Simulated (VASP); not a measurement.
Wanted: the native input for a VASP 6.6.1 run.

```yaml
Task: single point
Functional: PBE
Dispersion: D3(BJ)
Potentials_or_basis: VASP PAW PBE potentials, release 64 (Ge_d, H, O, C)
Cutoff: 520 eV
k_mesh: 1 × 1 × 1
Occupations: gaussian, width 0.03 eV
Spin: no spin polarisation
Dipole_correction: no
Further_INCAR_settings: LREAL = Auto; ALGO = Normal; EDIFF = 1e-06; NBANDS = 272
```

The structure of Ge32H20CO lies in POSCAR:

```
Ge32H20CO
1.0
    8.0016200000      8.0016200000      0.0000000000
   -8.0016200000      8.0016200000      0.0000000000
    0.0000000000      0.0000000000     20.9129000000
Ge H O C
32 20 1 1
Direct
   -0.3116586391      0.3077520552      0.3416030775
   -0.1801765143     -0.3065674201      0.3415755347
    0.0408471035     -0.0267407100      0.3831163062
    0.3184170206      0.1923894161      0.3412312496
   -0.0371061735     -0.4685568047      0.3828099881
    0.1888142026     -0.1901128147      0.3481117396
    0.4609976480      0.0297732209      0.3811249516
    0.5451280491     -0.5319877100      0.3820876110
   -0.1222411837      0.3839131951      0.3014686629
   -0.1073829425     -0.1141656939      0.3048915263
    0.1276947668      0.1177299097      0.3009759526
    0.3917273002      0.3853068504      0.3049127094
    0.1127761628     -0.3805849316      0.3052770300
    0.3744425504     -0.1149087310      0.2992901989
    0.6134202199      0.1154651808      0.3048068417
    0.6282639016     -0.3817100787      0.3014757877
    0.0011510794      0.2497223687      0.2346695102
    0.0012699303     -0.2521313809      0.2298950409
    0.2502901912      0.0002112072      0.2271705981
    0.5007780924      0.2483827025      0.2298315872
    0.2501950855     -0.4991264269      0.2363012782
    0.5004547829     -0.2500073735      0.2348726384
    0.7513417283     -0.0013605995      0.2356051050
    0.7502856921     -0.5004836521      0.2280879266
   -0.1250000000      0.1250000000      0.1644629870
   -0.1250000000     -0.3750000000      0.1644629870
    0.1250000000     -0.1250000000      0.1644629870
    0.3750000000      0.1250000000      0.1644629870
    0.1250000000     -0.6250000000      0.1644629870
    0.3750000000     -0.3750000000      0.1644629870
    0.6250000000     -0.1250000000      0.1644629870
    0.6250000000     -0.6250000000      0.1644629870
   -0.0489780195      0.0489780195      0.1195430093
   -0.2010219805      0.2010219805      0.1195430093
   -0.0489780195     -0.4510219805      0.1195430093
   -0.2010219805     -0.2989780195      0.1195430093
    0.2010219805     -0.2010219805      0.1195430093
    0.0489780195     -0.0489780195      0.1195430093
    0.4510219805      0.0489780195      0.1195430093
    0.2989780195      0.2010219805      0.1195430093
    0.2010219805     -0.7010219805      0.1195430093
    0.0489780195     -0.5489780195      0.1195430093
    0.4510219805     -0.4510219805      0.1195430093
    0.2989780195     -0.2989780195      0.1195430093
    0.7010219805     -0.2010219805      0.1195430093
    0.5489780195     -0.0489780195      0.1195430093
    0.7010219805     -0.7010219805      0.1195430093
    0.5489780195     -0.5489780195      0.1195430093
    0.3199169043     -0.1485918477      0.4470470858
    0.4170994124     -0.3133430480      0.4050220199
    0.2960414891     -0.3993153261      0.4349350879
    0.3943006541     -0.3273524611      0.4899861330
    0.2714277859     -0.2202555233      0.4427827322
    0.3508407048     -0.3211660889      0.4432597583
```

The input as run:

INCAR

```
SYSTEM = Ge32H20CO
  ALGO = Normal
  EDIFF = 1E-6
  ENCUT = 520
  GGA = PE
  ISIF = 2
  ISMEAR = 0
  IVDW = 12
  LASPH = .TRUE.
  LCHARG = .FALSE.
  LREAL = Auto
  LWAVE = .FALSE.
  NBANDS = 272
  NELM = 60
  PREC = Accurate
  SIGMA = 0.03
```

KPOINTS

```
k-points
0
G
  1 1 1
  0 0 0
```

Potentials or basis: VASP PAW PBE potentials, release 64 (Ge_d, H, O, C).

The run is started by

```console
$ cat potpaw_PBE.64/Ge_d/POTCAR potpaw_PBE.64/H/POTCAR potpaw_PBE.64/O/POTCAR potpaw_PBE.64/C/POTCAR > POTCAR
$ mpirun -np 1 vasp_gam > vasp.out
```

It gave:

* Largest force: 0.627 eV/Å
* Dispersion energy per atom: -0.134 eV

Caveat: the k points lie up to 0.56 Å⁻¹ apart; there is no dipole correction, which matters where the two faces differ.

It took 45 min on 1 thread of AMD EPYC 7R43 64-Core Processor (Zen 3), with other jobs on the host, peak memory 1.9 GiB.
